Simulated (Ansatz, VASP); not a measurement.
Two plane-wave programs on Te

```
CELL_PARAMETERS angstrom
4.15494 0.00000 0.00000
-2.07747 3.59828 0.00000
0.00000 0.00000 5.68454
ATOMIC_POSITIONS crystal
Te 0.28331 0.00000 0.33333
Te 0.00000 0.28331 0.66667
Te 0.71669 0.71669 0.00000
```

Alike in both runs: task single point; functional PBEsol; k mesh 8 × 8 × 5; occupations fermi-dirac, width 0.05 eV; no spin polarisation.

```csv
,VASP,Ansatz
version,VASP 6.6.1,Ansatz 0.2.0
potentials or method,"VASP PAW PBE potentials, release 64 (Te), cutoff 520 eV","plane waves (420 eV) with PAW, scalar-relativistic"
valence electrons in the cell,18,48
```

```tsv
	VASP	Ansatz	Ansatz less VASP
pressure (GPa)	9.4	9.3	-0.19
traceless stress, the component that is largest in VASP (GPa)	2.71	2.62	-0.092
```

VASP's potentials were made for PBE, not for PBEsol, and Ansatz warns of the same on its side. With one functional, cell and mesh, what is left measures potentials, basis and numerics. VASP's potentials hold 18 valence electrons a cell and Ansatz's 48, so a difference there can come from the potentials and not from the codes.

Neither program's run includes spin-orbit coupling.
